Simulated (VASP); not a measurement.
Here is a VASP 6.6.1 calculation.

The input POSCAR:

```
GaSb
1.0
    0.0000000000      2.9739024340      2.9739024340
    2.9739024340      0.0000000000      2.9739024340
    2.9739024340      2.9739024340      0.0000000000
Ga Sb
1 1
Direct
    0.0000000000      0.0000000000      0.0000000000
    0.2500000000      0.2500000000      0.2500000000
```

File INCAR.step1:

```
SYSTEM = GaSb
PREC = Accurate
ENCUT = 520
EDIFF = 1E-5
ISMEAR = 0
SIGMA = 0.01
LREAL = .False.
LASPH = .True.
NELM = 80
ALGO = Normal
ISIF = 2
LWAVE = .True.
LCHARG = .False.
GGA = PE
NBANDS = 16
```

INCAR.step2

```
SYSTEM = GaSb
PREC = Accurate
ENCUT = 520
EDIFF = 1E-6
ISMEAR = 0
SIGMA = 0.01
LREAL = .False.
LASPH = .True.
NELM = 80
ALGO = Normal
ISIF = 2
LWAVE = .False.
LCHARG = .False.
GGA = PE
LHFCALC = .True.
HFSCREEN = 0.2079
PRECFOCK = Normal
ISTART = 1
NBANDS = 16
```

Contents of KPOINTS:

```
Automatic mesh
0
Gamma
  6 6 6
  0 0 0
```

Potentials or basis: VASP PAW PBE potentials, release 64 (Ga_d, Sb).

Run with:

```console
$ cat potpaw_PBE.64/Ga_d/POTCAR potpaw_PBE.64/Sb/POTCAR > POTCAR
$ cp INCAR.step1 INCAR
$ mpirun -np 1 vasp_std > vasp.out
$ cp INCAR.step2 INCAR
$ mpirun -np 1 vasp_std > vasp.out
```

Task: Estimate the pressure.

Result: 5.8 GPa.

Task: What does it give for the band gap on the k mesh?

Result: 1.29 eV (least direct gap 1.56 eV).

Caveat: the cell differs from its parent crystal (strain -3.0%); the cell stands under pressure; the PAW data sets were made with another functional, which shifts forces and pressure a little; spin-orbit coupling is left out, which moves the levels of the heavy elements. A k mesh can miss the band edges.
